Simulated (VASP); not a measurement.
# ZrN (Fm-3m) in VASP: notebook, part 3 of 3

VASP 6.6.1. Earlier steps stand in the parts before.

## Step 5: Electric field gradients, PBE (volume scaled by 0.94)

Input file INCAR:

```
PREC = Accurate
ENCUT = 520
EDIFF = 1E-8
ISMEAR = -1
SIGMA = 0.01
LREAL = F
LASPH = T
NELM = 120
ALGO = Normal
ISIF = 2
LWAVE = F
LCHARG = F
GGA = PE
LEFG = T
NBANDS = 16
GGA_COMPAT = F
```

Input file KPOINTS:

```
regular mesh
0
Gamma
  9 9 9
```

Input file POSCAR:

```
ZrN
1.0
    0.0000000000      2.2375999771      2.2375999771
    2.2375999771      0.0000000000      2.2375999771
    2.2375999771      2.2375999771      0.0000000000
Zr N
1 1
Direct
    0.0000000000      0.0000000000      0.0000000000
    0.5000000000      0.5000000000      0.5000000000
```

Potentials or basis: VASP PAW PBE potentials, release 64 (Zr_sv, N).

Launch:

```sh
$ cat potpaw_PBE.64/Zr_sv/POTCAR potpaw_PBE.64/N/POTCAR > POTCAR
$ mpirun -np 1 vasp_std > vasp.out
```

OUTCAR:

```text
PREC = Accurate
   ENCUT = 520
   EDIFF = 1E-8
   ISMEAR = -1
   LREAL = F
   LASPH = T
   NELM = 120
   ISIF = 2
   GGA = PE

 ion  position               nearest neighbor table
   1  0.000  0.000  0.000-   2 2.24   2 2.24   2 2.24   2 2.24   2 2.24   2 2.24
   2  0.500  0.500  0.500-   1 2.24   1 2.24   1 2.24   1 2.24   1 2.24   1 2.24

  LATTYP: Found a face centered cubic cell.
 ALAT       =     4.4751999542

  Lattice vectors:

 A1 = (   0.0000000000,   2.2375999771,   2.2375999771)
 A2 = (   2.2375999771,   0.0000000000,   2.2375999771)
 A3 = (   2.2375999771,   2.2375999771,   0.0000000000)

Analysis of symmetry for initial positions (statically):
=====================================================================
 Subroutine PRICEL returns:
 Original cell was already a primitive cell.

 Routine SETGRP: Setting up the symmetry group for a
 face centered cubic supercell.

 Subroutine GETGRP returns: Found 48 space group operations
 (whereof 48 operations were pure point group operations)
 out of a pool of 48 trial point group operations.

The static configuration has the point symmetry O_h .

Analysis of symmetry for dynamics (positions and initial velocities):
=====================================================================
 Subroutine PRICEL returns:
 Original cell was already a primitive cell.

 Routine SETGRP: Setting up the symmetry group for a
 face centered cubic supercell.

 Subroutine GETGRP returns: Found 48 space group operations
 (whereof 48 operations were pure point group operations)
 out of a pool of 48 trial point group operations.

The dynamic configuration has the point symmetry O_h .

 Subroutine INISYM returns: Found 48 space group operations
 (whereof 48 operations are pure point group operations),
 and found     1 'primitive' translations

----------------------------------------------------------------------------------------

                                     Primitive cell

  volume of cell :      22.4067

  direct lattice vectors                    reciprocal lattice vectors
     0.000000000  2.237599977  2.237599977    -0.223453703  0.223453703  0.223453703
     2.237599977  0.000000000  2.237599977     0.223453703 -0.223453703  0.223453703
     2.237599977  2.237599977  0.000000000     0.223453703  0.223453703 -0.223453703

  length of vectors
     3.164444235  3.164444235  3.164444235     0.387033166  0.387033166  0.387033166

  position of ions in fractional coordinates (direct lattice)
     0.000000000  0.000000000  0.000000000
     0.500000000  0.500000000  0.500000000

  ion indices of the primitive-cell ions
   primitive index   ion index
                 1           1
                 2           2

----------------------------------------------------------------------------------------

 KPOINTS: regular mesh

Automatic generation of k-mesh.
 Grid dimensions read from file:
 generate k-points for:    9    9    9

 Generating k-lattice:
[... 63 lines left out ...]
   LREAL  =      F    real-space projection
   EDIFFG = 0.1E-06   stopping-criterion for IOM
   NSW    =      0    number of steps for IOM
   IBRION =     -1    ionic relax: 0-MD 1-quasi-New 2-CG
   NFREE  =      0    steps in history (QN), initial steepest desc. (CG)
   ISIF   =      2    stress and relaxation
   ISYM   =      2    0-nonsym 1-usesym 2-fastsym
   POTIM  = 0.5000    time-step for ionic-motion
   TEBEG  =    0.0;   TEEND  =   0.0 temperature during run
   PSTRESS=    0.0 pullay stress
   NELECT =      17.0000    total number of electrons
   NUPDOWN=      -1.0000    fix difference up-down
   EMIN   =  10.00;   EMAX   =-10.00  energy-range for DOS
   EFERMI =   0.00;   METHOD = LEGACY
   ISMEAR =    -1;   SIGMA  =   0.01  broadening in eV -4-tet -1-fermi 0-gaus
   EFERMI_NEDOS =   21; number of points for ismear=-14 and -15
   IALGO  =     38    algorithm
   IMIX   =      4    mixing-type and parameters
     AMIX     =   0.40;   BMIX     =  1.00
     AMIX_MAG =   1.60;   BMIX_MAG =  1.00
  volume/ion in A,a.u.               =      11.20        75.60
  Fermi-wavevector in a.u.,A,eV,Ry     =   1.493134  2.821614 30.333484  2.229448
  Thomas-Fermi vector in A             =   2.605573
   LORBIT       =      0    0 simple, 1 ext, 2 COOP (PROOUT), +10 PAW based schemes
   GGA     = PE    functional components
   LHFCALC =     F    Hartree Fock is set to
   AEXX    =    0.0000 exact exchange contribution
   IVDW    =     0    specifies the selected vdW correction
   LEPSILON=     F    determine dielectric tensor
   LRPA    =     F    only Hartree local field effects (RPA)
 non-spin polarized calculation
  energy-cutoff  :      520.00
  volume of cell :       22.41
 maximum number of plane-waves:       620
   NGX = 11   NGY = 11   NGZ = 11

 number of electron      17.0000002 magnetization

 Free energy of the ion-electron system (eV)
  ---------------------------------------------------
  ext. energy  EPLUGINS =         0.00000000
  ---------------------------------------------------
  free energy    TOTEN  =       -20.24280189 eV

  energy without entropy =      -20.24178912  energy(sigma->0) =      -20.24229550

 E-fermi :  12.9017     XC(G=0): -12.8898

 val. band max:       12.8835051672   @ k =   0.1111   0.0000   0.0000
 cond. band min:      12.9088574651   @ k =   0.4444   0.2222   0.1111
 fundamental gap:      0.0253522978
 Fermi energy:        12.9016847677

 k-point     1 :       0.0000    0.0000    0.0000
  band No.  band energies     occupation
      1     -36.4680      2.00000
      2     -14.0029      2.00000
      3     -14.0029      2.00000
      4     -14.0029      2.00000
      5      -3.6493      2.00000
      6      10.1697      2.00000
[... 433 lines left out ...]
      3     -14.4448      2.00000
      4     -14.4448      2.00000
      5      -3.1387      2.00000
      6       8.2079      2.00000
[... 8 lines left out ...]
     15      24.4373      0.00000
     16      29.5364      0.00000

 [... further k-points ...]
[... 5 lines left out ...]
  --------------------------------------------------------------------------------------
  -------------------------------------------------------------------------------------
  Total        3.3125588      3.3125588      3.3125588      0.0000000     -0.0000000      0.0000000
  in kB      236.8627893    236.8627893    236.8627893      0.0000000     -0.0000000      0.0000000
  external PRESSURE =     236.8627893 kB  Pullay stress =       0.0000000 kB

 VOLUME and BASIS-vectors are now :
 -----------------------------------------------------------------------------
  energy-cutoff  :      520.00
  volume of cell :       22.41
      direct lattice vectors                 reciprocal lattice vectors
     0.000000000  2.237599977  2.237599977    -0.223453703  0.223453703  0.223453703
     2.237599977  0.000000000  2.237599977     0.223453703 -0.223453703  0.223453703
     2.237599977  2.237599977  0.000000000     0.223453703  0.223453703 -0.223453703

 POSITION                                       TOTAL-FORCE (eV/Angst)
 -----------------------------------------------------------------------------------
      0.00000      0.00000      0.00000         0.000000     -0.000000      0.000000
      2.23760      2.23760      2.23760        -0.000000      0.000000     -0.000000
 -----------------------------------------------------------------------------------
    total drift:                                0.000000     -0.000000     -0.000000

  FREE ENERGIE OF THE ION-ELECTRON SYSTEM (eV)
  ---------------------------------------------------
  free  energy   TOTEN  =       -20.2428018851 eV

  energy  without entropy=      -20.2417891233  energy(sigma->0) =      -20.24229550

 Electric field gradients (V/A^2)
---------------------------------------------------------------------
 ion       V_xx      V_yy      V_zz      V_xy      V_xz      V_yz
---------------------------------------------------------------------
   1      -0.000    -0.000     0.000    -0.000    -0.000    -0.000
   2       0.000     0.000     0.000     0.001     0.001     0.001
---------------------------------------------------------------------

 Electric field gradients after diagonalization (V/A^2)
 (convention: |V_zz| > |V_xx| > |V_yy|)
----------------------------------------------------------------------
 ion       V_xx      V_yy      V_zz     asymmetry (V_yy - V_xx)/ V_zz
----------------------------------------------------------------------
   1       0.000     0.000    -0.000       0.000
   2      -0.001    -0.001     0.002       0.000
----------------------------------------------------------------------

           NMR quadrupolar parameters

 Cq : quadrupolar parameter    Cq=e*Q*V_zz/h
 eta: asymmetry parameters     (V_yy - V_xx)/ V_zz
 Q  : nuclear electric quadrupole moment in mb (millibarn)
----------------------------------------------------------------------
 ion       Cq(MHz)       eta       Q (mb)
----------------------------------------------------------------------
   1      -0.000       0.000       1.000
   2       0.000       0.000       1.000
----------------------------------------------------------------------
```

It took 23 s on 1 thread of Intel Xeon 8259CL, shared host; peak memory 0.14 GiB.

What came out:

```
Free energy : -20.2428 eV
Pressure    : 23.7 GPa
```

Caveat: without QUAD_EFG the Cq values of the log hold for a quadrupole moment of 1 mb, not for the nuclei.

## Step 6: Overview

```csv
cell,gap on the mesh (eV),pressure (GPa)
"a = 3.252 Å, angles 60.0°, 2 atoms",none,-0.4
"a = 3.230 Å, angles 60.0°, 2 atoms",none,4.7
"a = 3.164 Å, angles 60.0°, 2 atoms",none,23.7
```

Alike in all rows: task electric field gradients; level PBE; potentials or basis VASP PAW PBE potentials, release 64 (Zr_sv, N); no spin polarisation; k mesh 9 × 9 × 9; cutoff (eV) 520; smearing fermi-dirac 0.01 eV.

Absolute energies hang on the potentials; compare differences alone.
